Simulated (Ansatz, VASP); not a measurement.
NaH: VASP beside Ansatz

```
CELL_PARAMETERS angstrom
5.66884 0.00000 0.00000
-2.83442 4.90936 0.00000
0.00000 0.00000 4.01707
ATOMIC_POSITIONS crystal
Na 0.00000 0.00000 0.50000
H 0.00000 0.00000 0.00000
```

Alike in both runs: functional PBE; k mesh 6 × 6 × 6; occupations gaussian, width 0.02 eV; no spin polarisation.

Ansatz relaxed the structure, and its values are those at the end. VASP's run is a single point on that final structure, the one shown.

```csv
,VASP,Ansatz
version,VASP 6.6.1,Ansatz 0.2.0
potentials or method,"VASP PAW PBE potentials, release 64 (Na_pv, H), cutoff 520 eV","scalar-relativistic, plane waves, PAW"
valence electrons in the cell,8,10
```

```tsv
	VASP	Ansatz	Ansatz less VASP
gap on the k mesh at the Fermi level (eV)	3.37	3.37	+0.007
least direct gap on the mesh (eV)	3.73	3.74	+0.008
pressure (GPa)	0.0	0.0	0.00
```

VASP's potentials hold 8 valence electrons a cell and Ansatz's 10, so a difference there can come from the potentials and not from the codes. Ansatz's warnings: xc potential rough in thin density.
